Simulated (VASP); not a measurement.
## ZrS: single point with r2SCAN

Crystal: ZrS.

```xyz
2
Lattice="0.0000 2.5341 2.6517 2.5341 0.0000 2.6517 2.5341 2.5341 0.0000" Properties=species:S:1:pos:R:3 pbc="T T T"
Zr    0.0000    0.0000    0.0000
S     2.5341    2.5341    2.6517
```

This cell differs from its parent crystal: strain -0.030 along x and y, +0.015 along z.

| Property | Result |
| --- | --- |
| Program | VASP 6.6.1 |
| Task | single point |
| Functional | r2SCAN |
| Potentials or basis | VASP PAW PBE potentials, release 64 (Zr_sv, S) |
| Cutoff | 520 eV |
| k mesh | 20 × 20 × 20 |
| Occupations | gaussian, width 0.15 eV |
| Spin | no spin polarisation |

```json
{
 "Pressure": "7.9 GPa",
 "Band gap on the k mesh": "zero (bands 9 and 10 overlap by 3.05 eV)"
}
```

Stress tensor (GPa, compression positive):
```
12.78  0.00  0.00
 0.00 12.78  0.00
 0.00  0.00 -1.83
```

Levels at points of the mesh, in eV from the Fermi level:
```tsv
k point	band 5	band 6	band 7	band 8	band 9	band 10	band 11	band 12	band 13	band 14
(0.00, 0.00, 0.00)	-17.07	-4.07	-3.92	-3.92	-1.88	-1.36	-1.36	-0.92	-0.67	3.00
(0.50, 0.00, 0.00)	-15.23	-8.80	-6.70	-6.67	1.60	1.77	2.13	2.14	5.90	5.92
(0.50, 0.50, 0.00)	-16.20	-7.04	-4.81	-4.81	-3.85	0.42	2.66	2.66	3.38	4.12
(0.50, 0.00, 0.50)	-16.15	-6.73	-5.05	-5.01	-3.79	0.64	2.42	2.82	3.37	4.16
```

It took 13 min on 1 thread of Intel(R) Xeon(R) Platinum 8488C (Sapphire Rapids), on a shared host, peak memory 0.44 GiB.

Caveat: the cell differs from its parent crystal (strain -0.030 along x and y, +0.015 along z); the stress differs along the axes, from -2 to 13 GPa; the PAW data sets were made with another functional, which shifts forces and pressure a little.
